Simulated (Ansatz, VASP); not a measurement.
**In2As2F in VASP and in Ansatz**

```
As In F
1.0
     4.32207    0.00000    0.00000
    -2.16104    3.74302    0.00000
     0.00000    0.00000   21.73869
As In F
2 2 1
Direct
  0.00000 0.00000 0.18400
  0.33333 0.66667 0.35571
  0.33333 0.66667 0.22459
  0.66667 0.33333 0.38819
  0.77778 0.55556 0.50319
```

Alike in both runs: task single point; functional PBE; dispersion D3(BJ); k mesh 6 × 6 × 1; occupations gaussian, width 0.1 eV; no spin polarisation.

|  | VASP | Ansatz |
| --- | --- | --- |
| version | VASP 6.6.1 | Ansatz 0.2.0 |
| potentials or method | VASP PAW PBE potentials, release 64 (As, In_d, F), cutoff 520 eV | scalar-relativistic, plane waves, PAW |
| valence electrons in the cell | 43 | 63 |

```tsv
	VASP	Ansatz	Ansatz less VASP
gap on the k mesh at the Fermi level (eV)	none	none	-
rms of the force components (eV/Å)	0.899	0.903	+0.0035
```

A gap of «none» marks a metal or a gap that the smearing closes. VASP's potentials hold 43 valence electrons a cell and Ansatz's 63, so a difference there can come from the potentials and not from the codes.
